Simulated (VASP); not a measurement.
# MoS2 (R3m) in VASP: notebook

Runs on MoS2. Level: PBEsol. Tasks: single point.

All numbers are computed with VASP 6.6.1; they aren't measurements. Logs are shortened: lines on timing, memory, paths and dates and some standing lists are left out, and cuts for length are marked.

## 1. The cell of the first run

The structure is trigonal, space group R3m (No. 160). Conventional cell: a = 3.272 Å, b = 3.272 Å, c = 18.222 Å, α = 90.00°, β = 90.00°, γ = 120.00°. Mo (site symmetry 3m) has 6 S at 2.42 Å and 6 Mo at 3.27 Å within 3.3 Å. Within 3.3 Å of S (site symmetry 3m) lie 3 Mo at 2.42 Å and 7 S at 3.03 to 3.27 Å. Within 3.3 Å of S (site symmetry 3m) lie 3 Mo at 2.42 Å and 7 S at 3.03 to 3.27 Å.

## 2. Single point, PBEsol

Input file INCAR:

```
SYSTEM = MoS2
  ALGO = Normal
  EDIFF = 1E-6
  ENCUT = 520
  GGA = PS
  ISIF = 2
  ISMEAR = 0
  LASPH = .True.
  LCHARG = .True.
  LELF = .True.
  LREAL = .False.
  LVHAR = .True.
  LWAVE = .False.
  NBANDS = 20
  NELM = 60
  PREC = Accurate
  SIGMA = 0.02
```

Input file KPOINTS:

```
k-points
0
Gamma
  9 9 5
  0 0 0
```

Input file POSCAR:

```
MoS2
1.0
    3.2720590883     -0.0000000002     -0.0000371501
   -1.6360295442      2.8336862933      0.0000000000
    1.6359615652      0.9445228501      6.0740862615
Mo S
1 2
Direct
    0.3333720049      0.6666860025      0.9999414884
    0.5003115003      0.2501557502      0.2495539547
    0.8331164947      0.4165582473      0.7503045569
```

Potentials or basis: VASP PAW PBE potentials, release 64 (Mo_sv, S).

Run with:

```
$ cat potpaw_PBE.64/Mo_sv/POTCAR potpaw_PBE.64/S/POTCAR > POTCAR
$ mpirun -np 1 vasp_std > vasp.out
```

OUTCAR:

```text
SYSTEM = MoS2
   EDIFF = 1E-6
   ENCUT = 520
   GGA = PS
   ISIF = 2
   ISMEAR = 0
   LASPH = .True.
   LREAL = .False.
   NELM = 60
   PREC = Accurate

 ion  position               nearest neighbor table
   1  0.333  0.667  1.000-   2 2.42   2 2.42   2 2.42   3 2.42   3 2.42   3 2.42
   2  0.500  0.250  0.250-   1 2.42   1 2.42   1 2.42
   3  0.833  0.417  0.750-   1 2.42   1 2.42   1 2.42

  LATTYP: Found a base centered monoclinic cell.
 ALAT       =     5.6673725866
 B/A-ratio  =     0.5773502692
 C/A-ratio  =     1.1223992522
 COS(beta)  =    -0.2969579953

  Lattice vectors:

 A1 = (  -3.2720590883,   0.0000000002,   0.0000371501)
 A2 = (  -1.6360295441,  -2.8336862931,   0.0000371501)
 A3 = (   1.6359615652,   0.9445228501,   6.0740862615)

Analysis of symmetry for initial positions (statically):
=====================================================================
 Subroutine PRICEL returns:
 Original cell was already a primitive cell.

 Routine SETGRP: Setting up the symmetry group for a
 base centered monoclinic supercell.

 Subroutine GETGRP returns: Found  2 space group operations
 (whereof  2 operations were pure point group operations)
 out of a pool of  4 trial point group operations.

The static configuration has the point symmetry C_1h.

Analysis of symmetry for dynamics (positions and initial velocities):
=====================================================================
 Subroutine PRICEL returns:
 Original cell was already a primitive cell.

 Routine SETGRP: Setting up the symmetry group for a
 base centered monoclinic supercell.

 Subroutine GETGRP returns: Found  2 space group operations
 (whereof  2 operations were pure point group operations)
 out of a pool of  4 trial point group operations.

The dynamic configuration has the point symmetry C_1h.

 Subroutine INISYM returns: Found  2 space group operations
 (whereof  2 operations are pure point group operations),
 and found     1 'primitive' translations

----------------------------------------------------------------------------------------

                                     Primitive cell

  volume of cell :      56.3191

  direct lattice vectors                    reciprocal lattice vectors
     3.272059088 -0.000000000 -0.000037150     0.305616707  0.176447888 -0.109750869
    -1.636029544  2.833686293  0.000000000    -0.000000623  0.352896855 -0.054875435
     1.635961565  0.944522850  6.074086261     0.000001869  0.000001079  0.164633145

  length of vectors
     3.272059089  3.272059088  6.361054753     0.369568237  0.357137933  0.164633145

  position of ions in fractional coordinates (direct lattice)
     0.333372005  0.666686003  0.999941488
     0.500311500  0.250155750  0.249553955
     0.833116495  0.416558247  0.750304557

  ion indices of the primitive-cell ions
   primitive index   ion index
                 1           1
                 2           2
                 3           3

----------------------------------------------------------------------------------------

 KPOINTS: k-points

Automatic generation of k-mesh.
 Grid dimensions read from file:
 generate k-points for:    9    9    5

 Generating k-lattice:

  Cartesian coordinates                     Fractional coordinates (reciprocal lattice)
     0.033957412  0.019605321 -0.012194541     0.111111111 -0.000000000  0.000000000
    -0.000000069  0.039210762 -0.006097271     0.000000000  0.111111111 -0.000000000
     0.000000374  0.000000216  0.032926629     0.000000000  0.000000000  0.200000000

  Length of vectors
     0.041063137  0.039681993  0.032926629

  Shift w.r.t. Gamma in fractional coordinates (k-lattice)
     0.000000000  0.000000000  0.000000000

 -----------------------------------------------------------------------------
|                                                                             |
|           W    W    AA    RRRRR   N    N  II  N    N   GGGG   !!!           |
|           W    W   A  A   R    R  NN   N  II  NN   N  G    G  !!!           |
|           W    W  A    A  R    R  N N  N  II  N N  N  G       !!!           |
|           W WW W  AAAAAA  RRRRR   N  N N  II  N  N N  G  GGG   !            |
|           WW  WW  A    A  R   R   N   NN  II  N   NN  G    G                |
|           W    W  A    A  R    R  N    N  II  N    N   GGGG   !!!           |
|                                                                             |
|     Your reciprocal lattice and k-lattice belong to different lattice       |
|     classes:                                                                |
|                                                                             |
|        The reciprocal lattice is rhombohedral (trigonal),                   |
|        whereas your k-lattice is base-centered monoclinic.                  |
|                                                                             |
|     Results are often still useful ...                                      |
|                                                                             |
 -----------------------------------------------------------------------------

 WARNING: IBZKPT: internal override: KBLOWUP is changed to .FALSE.
      ... skipping the blow-up phase ...

 Subroutine IBZKPT returns following result:
 ===========================================

 Found    115 irreducible k-points:

 Following reciprocal coordinates:
            Coordinates               Weight
  0.000000  0.000000  0.000000      1.000000
  0.111111  0.000000  0.000000      2.000000
  0.222222  0.000000 -0.000000      2.000000
  0.333333  0.000000  0.000000      2.000000
  0.444444  0.000000 -0.000000      2.000000
  0.000000  0.111111  0.000000      4.000000
[... 16 lines left out ...]
  0.222222  0.444444 -0.000000      4.000000
 -0.333333  0.444444  0.000000      4.000000
 [... further k-points ...]
   k-points           NKPTS =    115   k-points in BZ     NKDIM =    115   number of bands    NBANDS=     20
   number of dos      NEDOS =    301   number of ions     NIONS =      3
   total plane-waves  NPLWV =  27648
   dimension x,y,z NGX =    24 NGY =   24 NGZ =   48
   dimension x,y,z NGXF=    48 NGYF=   48 NGZF=   96
   ions per type =               1   2
   NGX,Y,Z   is equivalent  to a cutoff of  12.19, 12.19, 12.54 a.u.
   NGXF,Y,Z  is equivalent  to a cutoff of  24.39, 24.39, 25.09 a.u.
 SYSTEM =  MoS2
   PREC   = accura    normal or accurate (medium, high low for compatibility)
   ISTART =      0    job   : 0-new  1-cont  2-samecut
   ICHARG =      2    charge: 1-file 2-atom 10-const
   ISPIN  =      1    spin polarized calculation?
   LNONCOLLINEAR =      F non collinear calculations
   LSORBIT =      F    spin-orbit coupling
   LASPH  =      T    aspherical Exc in radial PAW
   ENCUT  =  520.0 eV  38.22 Ry    6.18 a.u.   6.08  6.08 11.83*2*pi/ulx,y,z
   NELM   =     60;   NELMIN=  2; NELMDL= -5     # of ELM steps
   EDIFF  = 0.1E-05   stopping-criterion for ELM
   LREAL  =      F    real-space projection
   EDIFFG = 0.1E-04   stopping-criterion for IOM
   NSW    =      0    number of steps for IOM
   IBRION =     -1    ionic relax: 0-MD 1-quasi-New 2-CG
   NFREE  =      0    steps in history (QN), initial steepest desc. (CG)
   ISIF   =      2    stress and relaxation
   ISYM   =      2    0-nonsym 1-usesym 2-fastsym
   POTIM  = 0.5000    time-step for ionic-motion
   TEBEG  =    0.0;   TEEND  =   0.0 temperature during run
   PSTRESS=    0.0 pullay stress
   NELECT =      26.0000    total number of electrons
   NUPDOWN=      -1.0000    fix difference up-down
   EMIN   =  10.00;   EMAX   =-10.00  energy-range for DOS
   EFERMI =   0.00;   METHOD = LEGACY
   ISMEAR =     0;   SIGMA  =   0.02  broadening in eV -4-tet -1-fermi 0-gaus
   EFERMI_NEDOS =   21; number of points for ismear=-14 and -15
   IALGO  =     38    algorithm
   IMIX   =      4    mixing-type and parameters
     AMIX     =   0.40;   BMIX     =  1.00
     AMIX_MAG =   1.60;   BMIX_MAG =  1.00
  volume/ion in A,a.u.               =      18.77       126.69
  Fermi-wavevector in a.u.,A,eV,Ry     =   1.265263  2.391000 21.781430  1.600890
  Thomas-Fermi vector in A             =   2.398525
   LORBIT       =      0    0 simple, 1 ext, 2 COOP (PROOUT), +10 PAW based schemes
   GGA     = PS    functional components
   LHFCALC =     F    Hartree Fock is set to
   AEXX    =    0.0000 exact exchange contribution
   IVDW    =     0    specifies the selected vdW correction
   LEPSILON=     F    determine dielectric tensor
   LRPA    =     F    only Hartree local field effects (RPA)
 non-spin polarized calculation
 Gauss-broadening in eV      SIGMA  =   0.02
  energy-cutoff  :      520.00
  volume of cell :       56.32
 maximum number of plane-waves:      1537
   NGX = 13   NGY = 13   NGZ = 23

 number of electron      26.0000000 magnetization

 Free energy of the ion-electron system (eV)
  ---------------------------------------------------
  ext. energy  EPLUGINS =         0.00000000
  ---------------------------------------------------
  free energy    TOTEN  =       -23.30828332 eV

  energy without entropy =      -23.30828332  energy(sigma->0) =      -23.30828332

 E-fermi :   7.2201     XC(G=0): -10.7284

 val. band max:        7.0636461571   @ k =  -0.0000   0.0000   0.4000
 cond. band min:       7.4101640459   @ k =   0.3333   0.3333   0.2000
 fundamental gap:      0.3465178888
 Fermi energy:         7.2201255270

 k-point     1 :       0.0000    0.0000    0.0000
  band No.  band energies     occupation
      1     -54.6828      2.00000
      2     -28.8090      2.00000
      3     -28.6951      2.00000
      4     -28.6951      2.00000
      5      -7.9117      2.00000
      6      -6.1489      2.00000
[... 12 lines left out ...]
     19      14.4544      0.00000
     20      15.2955      0.00000

 k-point     2 :       0.1111    0.0000    0.0000
  band No.  band energies     occupation
      1     -54.6797      2.00000
      2     -28.8023      2.00000
      3     -28.7296      2.00000
      4     -28.7030      2.00000
      5      -7.7367      2.00000
      6      -6.1211      2.00000
[... 498 lines left out ...]
 k-point    24 :      -0.3333    0.4444    0.0000
  band No.  band energies     occupation
      1     -54.6585      2.00000
      2     -28.9446      2.00000
      3     -28.7734      2.00000
      4     -28.7566      2.00000
      5      -6.3857      2.00000
      6      -5.7473      2.00000
[... 12 lines left out ...]
     19      14.3302      0.00000
     20      14.7863      0.00000

 [... further k-points ...]

------------------------ aborting loop because EDIFF is reached ----------------------------------------

  FORCE on cell =-STRESS in cart. coord.  units (eV):
  Direction    XX          YY          ZZ          XY          YZ          ZX
  --------------------------------------------------------------------------------------
  -------------------------------------------------------------------------------------
  Total       -3.4912439     -3.4911971      0.0070259     -0.0000405      0.0000425      0.0000736
  in kB      -99.3196404    -99.3183105      0.1998731     -0.0011517      0.0012088      0.0020944
  external PRESSURE =     -66.1460259 kB  Pullay stress =       0.0000000 kB

 VOLUME and BASIS-vectors are now :
 -----------------------------------------------------------------------------
  energy-cutoff  :      520.00
  volume of cell :       56.32
      direct lattice vectors                 reciprocal lattice vectors
     3.272059088 -0.000000000 -0.000037150     0.305616707  0.176447888 -0.109750869
    -1.636029544  2.833686293  0.000000000    -0.000000623  0.352896855 -0.054875435
     1.635961565  0.944522850  6.074086261     0.000001869  0.000001079  0.164633145

 POSITION                                       TOTAL-FORCE (eV/Angst)
 -----------------------------------------------------------------------------------
      1.63596      2.83365      6.07372         0.000004      0.000002     -0.009685
      1.63605      0.94457      1.51579        -0.000004     -0.000003      0.002846
      3.27197      1.88908      4.55738         0.000000      0.000000      0.006839
 -----------------------------------------------------------------------------------
    total drift:                                0.000010      0.000005      0.000017

  FREE ENERGIE OF THE ION-ELECTRON SYSTEM (eV)
  ---------------------------------------------------
  free  energy   TOTEN  =       -23.3082833169 eV

  energy  without entropy=      -23.3082833169  energy(sigma->0) =      -23.30828332
```

Wall time 55 s (1 thread of Intel Xeon Platinum 8488C (Sapphire Rapids), shared host); peak memory 0.25 GiB.

What came out:

* Free energy: -23.3083 eV
* Pressure: -6.6 GPa
* Largest force: 0.010 eV/Å
* Band gap on the k mesh: 0.35 eV (least direct gap 1.37 eV)

Forces in eV/Å, atoms in the order of the input:
```
Mo   0.000  0.000 -0.010
S    0.000  0.000  0.003
S    0.000  0.000  0.007
```

Levels at points of the mesh, in eV from the valence-band top:
```tsv
k point	band 10	band 11	band 12	band 13	band 14	band 15	band 16	band 17
(0.00, 0.00, 0.00)	-2.68	-2.68	-1.06	-0.98	1.60	1.60	2.10	2.10
```

Caveat: the cell stands under tension; the PAW data sets were made with another functional, which shifts forces and pressure a little; an odd mesh through Γ misses points on the zone boundary, where band edges can lie; this functional lacks dispersion, which binds the layers, so the pressure and a relaxed spacing across them are unreliable.

## 3. Single point, PBEsol

This run uses another cell than the first one, of 18.50 Å³/atom.

Input file INCAR:

```
PREC = Accurate ; ENCUT = 520
EDIFF = 1E-6 ; ISMEAR = 0
SIGMA = 0.02 ; LREAL = F
LASPH = T ; NELM = 100
ALGO = Normal ; ISIF = 2
LWAVE = F ; LCHARG = F
GGA = PS ; NBANDS = 20
ISYM = 0
```

Input file KPOINTS:

```
regular mesh
0
Gamma
  9 9 5
```

Input file POSCAR:

```
MoS2
1.0
    3.2720590885      0.0000000000      0.0000000000
   -1.6360295442      2.8336862933      0.0000000000
    1.6360295442      0.9445620978      5.9873557181
Mo S
1 2
Direct
    0.3333966588      0.6666983294      0.9999050119
    0.5013791476      0.2506895738      0.2479312786
    0.8320241936      0.4160120968      0.7519637096
```

Potentials or basis: VASP PAW PBE potentials, release 64 (Mo_sv, S).

Run with:

```
$ cat potpaw_PBE.64/Mo_sv/POTCAR potpaw_PBE.64/S/POTCAR > POTCAR
$ mpirun -np 1 vasp_std > vasp.out
```

Wall time 91 s (1 thread of Intel Xeon Platinum 8488C (Sapphire Rapids), shared host); peak memory 0.32 GiB.

The run converged. Its results:

| Item | Value |
| --- | --- |
| Free energy | -23.2887 eV |
| Pressure | -3.7 GPa |
| Largest force | 0.605 eV/Å |
| Band gap on the k mesh | 0.10 eV (least direct gap 1.32 eV) |

Forces on the atoms (eV/Å):
```
Mo   0.000  0.000  0.001
S    0.000  0.000  0.604
S    0.000  0.000 -0.605
```

Stress tensor (GPa, compression positive):
```
-8.27  0.00  0.00
 0.00 -8.27  0.00
 0.00  0.00  5.37
```

Levels at points of the mesh, in eV from the valence-band top:
```tsv
k point	band 10	band 11	band 12	band 13	band 14	band 15	band 16	band 17
(0.00, 0.00, 0.00)	-2.95	-2.95	-1.05	-1.00	1.47	1.47	2.06	2.06
```

Caveat: the cell stands under tension; the PAW data sets were made with another functional, which shifts forces and pressure a little; an odd mesh through Γ misses points on the zone boundary, where band edges can lie; this functional lacks dispersion, which binds the layers, so the pressure and a relaxed spacing across them are unreliable.

[end of part 1 of 2]
